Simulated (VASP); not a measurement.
# BaS (Pm-3m) in VASP: settings compared

Aim: see how the results for BaS move with the level of theory and the settings. Levels: PBE, HSE06. Tasks: single point.

Program: VASP 6.6.1. These are calculated values, not measurements. Logs are shortened: lines on timing, memory, paths and dates and some standing lists are left out, and cuts for length are marked.

### Step 1. The cell of the first run

Symmetry: Pm-3m, No. 221, cubic system. Conventional cell: a = 3.834 Å, b = 3.834 Å, c = 3.834 Å, α = 90.00°, β = 90.00°, γ = 90.00°. Within 4.4 Å of Ba (site symmetry m-3m) lie 8 S at 3.32 Å and 6 Ba at 3.83 Å. S (site symmetry m-3m) has 8 Ba at 3.32 Å and 6 S at 3.83 Å within 4.4 Å.

### Step 2. Single point, PBE

INCAR

```
  ALGO = Normal
  EDIFF = 1E-6
  ENCUT = 520
  GGA = PE
  ISIF = 2
  ISMEAR = 0
  LASPH = T
  LCHARG = F
  LREAL = F
  LWAVE = F
  NBANDS = 15
  NELM = 60
  PREC = Accurate
  SIGMA = 0.01
```

KPOINTS

```
k-points
0
Gamma
  6 6 6
```

POSCAR

```
BaS
1.0
    3.8337582644      0.0000000000      0.0000000000
    0.0000000000      3.8337582644      0.0000000000
    0.0000000000      0.0000000000      3.8337582644
Ba S
1 1
Direct
    0.0000000000      0.0000000000      0.0000000000
    0.5000000000      0.5000000000      0.5000000000
```

Potentials or basis: VASP PAW PBE potentials, release 64 (Ba_sv, S).

The run is started by

```bash
$ cat potpaw_PBE.64/Ba_sv/POTCAR potpaw_PBE.64/S/POTCAR > POTCAR
$ mpirun -np 1 vasp_std > vasp.out
```

OUTCAR:

```text
EDIFF = 1E-6
   ENCUT = 520
   GGA = PE
   ISIF = 2
   ISMEAR = 0
   LASPH = T
   LREAL = F
   NELM = 60
   PREC = Accurate

 ion  position               nearest neighbor table
   1  0.000  0.000  0.000-   2 3.32   2 3.32   2 3.32   2 3.32   2 3.32   2 3.32   2 3.32   2 3.32

   2  0.500  0.500  0.500-   1 3.32   1 3.32   1 3.32   1 3.32   1 3.32   1 3.32   1 3.32   1 3.32

  LATTYP: Found a simple cubic cell.
 ALAT       =     3.8337582644

  Lattice vectors:

 A1 = (   3.8337582644,   0.0000000000,   0.0000000000)
 A2 = (   0.0000000000,   3.8337582644,   0.0000000000)
 A3 = (   0.0000000000,   0.0000000000,   3.8337582644)

Analysis of symmetry for initial positions (statically):
=====================================================================
 Subroutine PRICEL returns:
 Original cell was already a primitive cell.

 Routine SETGRP: Setting up the symmetry group for a
 simple cubic supercell.

 Subroutine GETGRP returns: Found 48 space group operations
 (whereof 48 operations were pure point group operations)
 out of a pool of 48 trial point group operations.

The static configuration has the point symmetry O_h .

Analysis of symmetry for dynamics (positions and initial velocities):
=====================================================================
 Subroutine PRICEL returns:
 Original cell was already a primitive cell.

 Routine SETGRP: Setting up the symmetry group for a
 simple cubic supercell.

 Subroutine GETGRP returns: Found 48 space group operations
 (whereof 48 operations were pure point group operations)
 out of a pool of 48 trial point group operations.

The dynamic configuration has the point symmetry O_h .

 Subroutine INISYM returns: Found 48 space group operations
 (whereof 48 operations are pure point group operations),
 and found     1 'primitive' translations

----------------------------------------------------------------------------------------

                                     Primitive cell

  volume of cell :      56.3474

  direct lattice vectors                    reciprocal lattice vectors
     3.833758264  0.000000000  0.000000000     0.260840651  0.000000000  0.000000000
     0.000000000  3.833758264  0.000000000     0.000000000  0.260840651  0.000000000
     0.000000000  0.000000000  3.833758264     0.000000000  0.000000000  0.260840651

  length of vectors
     3.833758264  3.833758264  3.833758264     0.260840651  0.260840651  0.260840651

  position of ions in fractional coordinates (direct lattice)
     0.000000000  0.000000000  0.000000000
     0.500000000  0.500000000  0.500000000

  ion indices of the primitive-cell ions
   primitive index   ion index
                 1           1
                 2           2

----------------------------------------------------------------------------------------

 KPOINTS: k-points

Automatic generation of k-mesh.
 Grid dimensions read from file:
 generate k-points for:    6    6    6

 Generating k-lattice:

  Cartesian coordinates                     Fractional coordinates (reciprocal lattice)
     0.043473442  0.000000000  0.000000000     0.166666667  0.000000000  0.000000000
     0.000000000  0.043473442  0.000000000     0.000000000  0.166666667  0.000000000
     0.000000000  0.000000000  0.043473442     0.000000000  0.000000000  0.166666667

  Length of vectors
     0.043473442  0.043473442  0.043473442

  Shift w.r.t. Gamma in fractional coordinates (k-lattice)
     0.000000000  0.000000000  0.000000000

 Subroutine IBZKPT returns following result:
 ===========================================

 Found     20 irreducible k-points:

 Following reciprocal coordinates:
            Coordinates               Weight
  0.000000  0.000000  0.000000      1.000000
  0.166667  0.000000  0.000000      6.000000
  0.333333  0.000000  0.000000      6.000000
  0.500000  0.000000  0.000000      3.000000
  0.166667  0.166667  0.000000     12.000000
  0.333333  0.166667  0.000000     24.000000
[... 12 lines left out ...]
  0.500000  0.500000  0.333333      6.000000
  0.500000  0.500000  0.500000      1.000000
   k-points           NKPTS =     20   k-points in BZ     NKDIM =     20   number of bands    NBANDS=     15
   number of dos      NEDOS =    301   number of ions     NIONS =      2
   total plane-waves  NPLWV =  27000
   dimension x,y,z NGX =    30 NGY =   30 NGZ =   30
   dimension x,y,z NGXF=    60 NGYF=   60 NGZF=   60
   ions per type =               1   1
   NGX,Y,Z   is equivalent  to a cutoff of  13.01, 13.01, 13.01 a.u.
   NGXF,Y,Z  is equivalent  to a cutoff of  26.02, 26.02, 26.02 a.u.
 SYSTEM =  unknown system
   PREC   = accura    normal or accurate (medium, high low for compatibility)
   ISTART =      0    job   : 0-new  1-cont  2-samecut
   ICHARG =      2    charge: 1-file 2-atom 10-const
   ISPIN  =      1    spin polarized calculation?
   LNONCOLLINEAR =      F non collinear calculations
   LSORBIT =      F    spin-orbit coupling
   LASPH  =      T    aspherical Exc in radial PAW
   ENCUT  =  520.0 eV  38.22 Ry    6.18 a.u.   7.13  7.13  7.13*2*pi/ulx,y,z
   NELM   =     60;   NELMIN=  2; NELMDL= -5     # of ELM steps
   EDIFF  = 0.1E-05   stopping-criterion for ELM
   LREAL  =      F    real-space projection
   EDIFFG = 0.1E-04   stopping-criterion for IOM
   NSW    =      0    number of steps for IOM
   IBRION =     -1    ionic relax: 0-MD 1-quasi-New 2-CG
   NFREE  =      0    steps in history (QN), initial steepest desc. (CG)
   ISIF   =      2    stress and relaxation
   ISYM   =      2    0-nonsym 1-usesym 2-fastsym
   POTIM  = 0.5000    time-step for ionic-motion
   TEBEG  =    0.0;   TEEND  =   0.0 temperature during run
   PSTRESS=    0.0 pullay stress
   NELECT =      16.0000    total number of electrons
   NUPDOWN=      -1.0000    fix difference up-down
   EMIN   =  10.00;   EMAX   =-10.00  energy-range for DOS
   EFERMI =   0.00;   METHOD = LEGACY
   ISMEAR =     0;   SIGMA  =   0.01  broadening in eV -4-tet -1-fermi 0-gaus
   EFERMI_NEDOS =   21; number of points for ismear=-14 and -15
   IALGO  =     38    algorithm
   IMIX   =      4    mixing-type and parameters
     AMIX     =   0.40;   BMIX     =  1.00
     AMIX_MAG =   1.60;   BMIX_MAG =  1.00
  volume/ion in A,a.u.               =      28.17       190.13
  Fermi-wavevector in a.u.,A,eV,Ry     =   1.076028  2.033397 15.753309  1.157836
  Thomas-Fermi vector in A             =   2.211901
   LORBIT       =      0    0 simple, 1 ext, 2 COOP (PROOUT), +10 PAW based schemes
   GGA     = PE    functional components
   LHFCALC =     F    Hartree Fock is set to
   AEXX    =    0.0000 exact exchange contribution
   IVDW    =     0    specifies the selected vdW correction
   LEPSILON=     F    determine dielectric tensor
   LRPA    =     F    only Hartree local field effects (RPA)
 non-spin polarized calculation
 Gauss-broadening in eV      SIGMA  =   0.01
  energy-cutoff  :      520.00
  volume of cell :       56.35
 maximum number of plane-waves:      1568
 NGX is ok and might be reduce to    30
   NGX = 15   NGY = 15   NGZ = 15

 number of electron      15.9999997 magnetization

 Free energy of the ion-electron system (eV)
  ---------------------------------------------------
  ext. energy  EPLUGINS =         0.00000000
  ---------------------------------------------------
  free energy    TOTEN  =        -9.74733730 eV

  energy without entropy =       -9.74733730  energy(sigma->0) =       -9.74733730

 E-fermi :   3.0768     XC(G=0):  -9.4050

 val. band max:        3.0347119227   @ k =   0.5000   0.5000   0.0000
 cond. band min:       4.4689076227   @ k =   0.0000   0.0000   0.0000
 fundamental gap:      1.4341957000
 Fermi energy:         3.0767623289

 k-point     1 :       0.0000    0.0000    0.0000
  band No.  band energies     occupation
      1     -24.1149      2.00000
      2      -8.9125      2.00000
      3      -8.9125      2.00000
      4      -8.9125      2.00000
      5      -8.0359      2.00000
      6       2.9248      2.00000
      7       2.9248      2.00000
      8       2.9248      2.00000
      9       4.4689      0.00000
     10       4.4689      0.00000
     11       6.8848      0.00000
     12       9.5823      0.00000
     13       9.5823      0.00000
     14       9.5823      0.00000
     15      13.9470      0.00000

 k-point     2 :       0.1667    0.0000    0.0000
  band No.  band energies     occupation
      1     -24.0925      2.00000
      2      -9.4482      2.00000
      3      -8.8824      2.00000
      4      -8.8824      2.00000
      5      -7.5812      2.00000
      6       1.9144      2.00000
      7       2.7682      2.00000
      8       2.7682      2.00000
      9       4.6655      0.00000
     10       5.5006      0.00000
     11       7.8324      0.00000
     12       9.5859      0.00000
     13       9.5859      0.00000
     14       9.7401      0.00000
     15      12.2974      0.00000

 k-point     3 :       0.3333    0.0000    0.0000
  band No.  band energies     occupation
      1     -24.0469      2.00000
      2     -10.1036      2.00000
      3      -8.8211      2.00000
      4      -8.8211      2.00000
      5      -7.0433      2.00000
      6       0.6405      2.00000
      7       2.4553      2.00000
      8       2.4553      2.00000
      9       5.1582      0.00000
     10       7.6451      0.00000
     11       9.3802      0.00000
     12       9.7984      0.00000
     13       9.7984      0.00000
     14      10.1134      0.00000
     15      10.3686      0.00000
[... 271 lines left out ...]
 k-point    19 :       0.5000    0.5000    0.3333
  band No.  band energies     occupation
      1     -23.8801      2.00000
      2      -9.5894      2.00000
      3      -9.5894      2.00000
      4      -9.3426      2.00000
      5      -7.3379      2.00000
      6       0.5599      2.00000
      7       0.5599      2.00000
      8       0.7552      2.00000
      9       8.4749      0.00000
     10       9.1002      0.00000
     11       9.1002      0.00000
     12       9.5379      0.00000
     13      12.0422      0.00000
     14      12.1982      0.00000
     15      12.1982      0.00000

 k-point    20 :       0.5000    0.5000    0.5000
  band No.  band energies     occupation
      1     -23.8600      2.00000
      2      -9.5383      2.00000
      3      -9.5383      2.00000
      4      -9.5383      2.00000
      5      -7.2344      2.00000
      6       0.2536      2.00000
      7       0.2536      2.00000
      8       0.2536      2.00000
      9      10.3646      0.00000
     10      10.3646      0.00000
     11      10.3646      0.00000
     12      10.8168      0.00000
     13      10.8168      0.00000
     14      10.8168      0.00000
     15      12.1015      0.00000

------------------------ aborting loop because EDIFF is reached ----------------------------------------

  FORCE on cell =-STRESS in cart. coord.  units (eV):
  Direction    XX          YY          ZZ          XY          YZ          ZX
  --------------------------------------------------------------------------------------
  -------------------------------------------------------------------------------------
  Total        0.4181006      0.4181006      0.4181006     -0.0000000      0.0000000     -0.0000000
  in kB       11.8882304     11.8882304     11.8882304     -0.0000000      0.0000000     -0.0000000
  external PRESSURE =      11.8882304 kB  Pullay stress =       0.0000000 kB

 VOLUME and BASIS-vectors are now :
 -----------------------------------------------------------------------------
  energy-cutoff  :      520.00
  volume of cell :       56.35
      direct lattice vectors                 reciprocal lattice vectors
     3.833758264  0.000000000  0.000000000     0.260840651  0.000000000  0.000000000
     0.000000000  3.833758264  0.000000000     0.000000000  0.260840651  0.000000000
     0.000000000  0.000000000  3.833758264     0.000000000  0.000000000  0.260840651

 POSITION                                       TOTAL-FORCE (eV/Angst)
 -----------------------------------------------------------------------------------
      0.00000      0.00000      0.00000         0.000000      0.000000      0.000000
      1.91688      1.91688      1.91688         0.000000      0.000000      0.000000
 -----------------------------------------------------------------------------------
    total drift:                                0.000000     -0.000000     -0.000000

  FREE ENERGIE OF THE ION-ELECTRON SYSTEM (eV)
  ---------------------------------------------------
  free  energy   TOTEN  =        -9.7473373030 eV

  energy  without entropy=       -9.7473373030  energy(sigma->0) =       -9.74733730
```

It took 6.5 s on 1 thread of Intel Xeon 6975P-C (Granite Rapids), shared host; peak memory 0.17 GiB.

What came out:

```
Free energy            : -9.7473 eV
Pressure               : 1.2 GPa
Band gap on the k mesh : 1.43 eV, indirect (least direct gap 1.54 eV)
```

Caveat: spin-orbit coupling is left out, which moves the levels of the heavy elements. A k mesh can miss the band edges.

(Continued in part 2 of 2.)
